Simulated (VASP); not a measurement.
# PbSe: single point with PBE

Crystal: PbSe.

```
Pb Se
1.0
     4.30975    0.00000    0.00000
     0.00000    0.00000   -4.45049
    -2.15488    6.13395    0.00000
Pb Se
2 2
Direct
  0.36824 0.25000 0.73648
  0.63176 0.75000 0.26352
  0.13871 0.25000 0.27742
  0.86129 0.75000 0.72258
```

- Program: VASP 6.6.1
- Task: single point
- Functional: PBE
- Potentials or basis: VASP PAW PBE potentials, release 64 (Pb_d, Se)
- Cutoff: 500 eV
- k mesh: 8 × 6 × 8
- Occupations: gaussian, width 0.05 eV
- Spin: no spin polarisation
- Dipole correction: no
- Further INCAR settings: ALGO = Normal; EDIFF = 1e-06; NBANDS = 28

```yaml
Pressure: 1.0 GPa
Largest_force: 0.140 eV/Å
Band_gap_on_the_k_mesh: 1.08 eV (least direct gap 1.19 eV)
```

Forces in eV/Å, atoms in the order of the input:
```
Pb   0.000  0.092  0.000
Pb   0.000 -0.092  0.000
Se   0.000 -0.140  0.000
Se   0.000  0.140  0.000
```

Stress tensor (GPa, compression positive):
```
0.93 0.00 0.00
0.00 1.23 0.00
0.00 0.00 0.93
```

Levels at points of the mesh, in eV from the valence-band top:
| k point | band 18 | band 19 | band 20 | band 21 | band 22 | band 23 |
| --- | --- | --- | --- | --- | --- | --- |
| (0.00, 0.00, 0.00) | -1.54 | -1.28 | -0.39 | 4.47 | 4.49 | 4.69 |
| (0.50, 0.00, 0.00) | -0.91 | -0.47 | -0.24 | 1.54 | 1.65 | 1.88 |
| (0.00, 0.50, 0.00) | -0.88 | -0.03 | -0.03 | 1.55 | 1.55 | 2.38 |
| (0.50, 0.50, 0.00) | -3.03 | -1.27 | -1.27 | 3.18 | 3.18 | 5.45 |
| (0.00, 0.00, 0.50) | -1.71 | -1.09 | -0.57 | 1.16 | 4.30 | 4.47 |
| (0.00, 0.50, 0.50) | -0.97 | -0.39 | -0.39 | 1.34 | 1.34 | 2.83 |

Run time: 3.7 min on 1 thread of Intel Xeon 8259CL, with other jobs on the host, peak memory 0.37 GiB.

Caveat: spin-orbit coupling is left out, which moves the levels of the heavy elements. A k mesh can miss the band edges.
